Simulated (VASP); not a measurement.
The system is SrMo3.

```
Sr Mo
1.0
     4.21767    0.00000    0.00000
     0.00000    4.21767    0.00000
     0.00000    0.00000    4.21767
Sr Mo
1 3
Direct
  0.00000 0.00000 0.00000
  0.00000 0.50000 0.50000
  0.50000 0.00000 0.50000
  0.50000 0.50000 0.00000
```

* Program: VASP 6.6.1
* Task: relaxation of cell and atoms
* Functional: PBE
* Potentials or basis: VASP PAW PBE potentials, release 64 (Sr_sv, Mo_sv)
* Cutoff: 600 eV
* k mesh: 4 × 4 × 4
* Occupations: gaussian, width 0.1 eV
* Spin: no spin polarisation

At the start: pressure 6.1 GPa; volume 18.76 Å³/atom.

Q: How do energy, volume and symmetry change on relaxing?

A: Over 3 steps the energy falls by 16.8 meV/atom and the volume is 19.68 Å³/atom (+4.9 %); space group Pm-3m (No. 221, to 0.1 Å) before and after.

The path:
| step | energy change (eV) | largest force (eV/Å) | pressure (GPa) | volume (Å³) |
| --- | --- | --- | --- | --- |
| 1 | 0.0000 | 0.0000 | 6.11 | 75.03 |
| 2 | 0.0149 | 0.0000 | -5.73 | 83.07 |
| 3 | -0.0672 | 0.0000 | -0.06 | 78.72 |

Final structure:
```cif
data_structure
_symmetry_space_group_name_H-M 'P 1'
_symmetry_Int_Tables_number 1
_cell_length_a 4.2858
_cell_length_b 4.2858
_cell_length_c 4.2858
_cell_angle_alpha 90.000
_cell_angle_beta 90.000
_cell_angle_gamma 90.000
_cell_volume 78.72
loop_
_atom_site_label
_atom_site_type_symbol
_atom_site_fract_x
_atom_site_fract_y
_atom_site_fract_z
_atom_site_occupancy
Sr1 Sr 0.00000 0.00000 0.00000 1
Mo1 Mo 0.00000 0.50000 0.50000 1
Mo2 Mo 0.50000 0.00000 0.50000 1
Mo3 Mo 0.50000 0.50000 0.00000 1
```

Caveat: the k points lie up to 0.37 Å⁻¹ apart in the final cell, too coarse for converged energies and pressures of a metal.
